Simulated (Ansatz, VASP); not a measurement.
C8N in VASP and in Ansatz

```xyz
18
Lattice="4.9299 0.0000 0.0000 -0.0082 4.4133 0.0000 0.0000 0.0000 23.6150" Properties=species:S:1:pos:R:3 pbc="T T T"
C     1.8405    3.2682    4.0000
C     4.3055    3.2682    4.0000
C     0.6081    2.8095    4.5440
C     3.0730    2.8095    4.5440
C     0.6081    1.8938    5.6333
C     3.0730    1.8938    5.6333
C     1.8405    1.4350    6.1773
C     4.3055    1.4350    6.1773
C     1.8406    0.4972    7.2667
C     4.3055    0.4972    7.2667
C     0.6081    0.0322    7.7858
C     3.0731    0.0322    7.7858
C     0.6000    3.4470    8.8699
C     3.0649    3.4470    8.8699
C     1.8324    3.0129    9.3150
C     4.2974    3.0129    9.3150
N     2.4425    6.3228   12.0150
N     2.4425    6.3228   13.1150
```

Alike in both runs: task single point; functional PBE; dispersion D3(BJ); k mesh 6 × 6 × 1; occupations gaussian, width 0.05 eV; no spin polarisation.

|  | VASP | Ansatz |
| --- | --- | --- |
| version | VASP 6.6.1 | Ansatz 0.2.0 |
| potentials or method | VASP PAW PBE potentials, release 64 (C, N), cutoff 520 eV | scalar-relativistic, plane waves, PAW |
| valence electrons in the cell | 74 | 74 |

VASP gave:

| Quantity | Value |
| --- | --- |
| gap on the k mesh at the Fermi level (eV) | none |
| rms of the force components (eV/Å) | 0.840 |

**Question.** What did Ansatz give for the same quantities?

**Answer.** gap on the k mesh at the Fermi level (eV): none; rms of the force components (eV/Å): 0.738.

Atom by atom the forces differ by 0.346 eV/Å (rms over components). A gap of «none» marks a metal or a gap that the smearing closes.

Noted on VASP's run: the standard files for N, O and F lose accuracy on very short bonds.
